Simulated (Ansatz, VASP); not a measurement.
## Hg in VASP and in Ansatz

```xyz
2
Lattice="3.5898 0.0000 0.0000 -1.7949 3.1089 0.0000 0.0000 0.0000 5.5905" Properties=species:S:1:pos:R:3 pbc="T T T"
Hg    0.0000    2.0726    4.1928
Hg    1.7949    1.0363    1.3976
```

Alike in both runs: functional PBE; k mesh 16 × 16 × 8; occupations gaussian, width 0.05 eV; no spin polarisation.

Ansatz relaxed the structure, and its values are those at the end. VASP's run is a single point on that final structure, the one shown.

|  | VASP | Ansatz |
| --- | --- | --- |
| version | VASP 6.6.1 | Ansatz 0.2.0 |
| potentials or method | VASP PAW PBE potentials, release 64 (Hg), cutoff 520 eV | scalar-relativistic, plane waves, PAW |
| valence electrons in the cell | 24 | 40 |

|  | VASP | Ansatz | Ansatz less VASP |
| --- | --- | --- | --- |
| pressure (GPa) | 0.1 | 0.0 | -0.04 |

With one functional, cell and mesh, what is left measures potentials, basis and numerics. VASP's potentials hold 24 valence electrons a cell and Ansatz's 40, so a difference there can come from the potentials and not from the codes.

Neither program's run includes spin-orbit coupling.
